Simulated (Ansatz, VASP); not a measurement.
One calculation of AlRu, two programs

Contents of INCAR:

```
PREC = Accurate ; ENCUT = 520
EDIFF = 1E-6 ; ISMEAR = 1
SIGMA = 0.15 ; LREAL = False
LASPH = True ; NELM = 80
ALGO = Normal ; ISIF = 2
LWAVE = False ; LCHARG = False
GGA = PE ; NBANDS = 16
```

The input KPOINTS:

```
Automatic mesh
0
Gamma
  12 12 12
```

The input POSCAR:

```
AlRu
1.0
    2.9916000000      0.0000000000      0.0000000000
    0.0000000000      2.9916000000      0.0000000000
    0.0000000000      0.0000000000      2.9916000000
Al Ru
1 1
Direct
    0.0000000000      0.0000000000      0.0000000000
    0.5000000000      0.5000000000      0.5000000000
```

Input for Ansatz:

```yaml
crystal:
  lattice:
    - [2.9916, 0.0, 0.0]
    - [0.0, 2.9916, 0.0]
    - [0.0, 0.0, 2.9916]
  atoms:
    - { symbol: Al, position: [0.0, 0.0, 0.0] }
    - { symbol: Ru, position: [0.5, 0.5, 0.5] }
basis:
  ecutwfc: 520.0
kpoints:
  mp_grid:
    grid: [12, 12, 12]
hamiltonian:
  xc: pbe
scf:
  occupations:
    method: cold
    width: 0.15
output:
  stress: true
```

Alike in both runs: task single point; functional PBE; k mesh 12 × 12 × 12; no spin polarisation.

|  | VASP | Ansatz |
| --- | --- | --- |
| version | VASP 6.6.1 | Ansatz 0.2.0 |
| potentials or method | VASP PAW PBE potentials, release 64 (Al, Ru_pv), cutoff 520 eV | plane waves, PAW |
| occupations | methfessel-paxton of order 1, width 0.15 eV | cold, width 0.15 eV |
| valence electrons in the cell | 17 | 19 |

|  | VASP | Ansatz | Ansatz less VASP |
| --- | --- | --- | --- |
| pressure (GPa) | 2.4 | 2.4 | -0.01 |

VASP's potentials hold 17 valence electrons a cell and Ansatz's 19, so a difference there can come from the potentials and not from the codes.
